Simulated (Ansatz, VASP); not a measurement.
## Two plane-wave programs on SrCl2

```
Sr Cl
1.0
     0.00000    3.53228    3.53228
     3.53228    0.00000    3.53228
     3.53228    3.53228    0.00000
Sr Cl
1 2
Direct
  0.00000 0.00000 0.00000
  0.25000 0.25000 0.25000
  0.75000 0.75000 0.75000
```

Alike in both runs: task single point; functional r2SCAN; k mesh 6 × 6 × 6; no spin polarisation.

|  | VASP | Ansatz |
| --- | --- | --- |
| version | VASP 6.6.1 | Ansatz 0.2.0 |
| potentials or method | VASP PAW PBE potentials, release 64 (Sr_sv, Cl) | plane waves, PAW |
| plane-wave cutoff (eV) | 520 | 500 |
| occupations | gaussian, width 0.01 eV | fixed |
| valence electrons in the cell | 24 | 24 |

```csv
,VASP,Ansatz,Ansatz less VASP
gap on the k mesh at the Fermi level (eV),5.83,5.83,0.000
pressure (GPa),-1.0,-1.0,-0.03
```

VASP's potentials were made for PBE, not for r2SCAN.
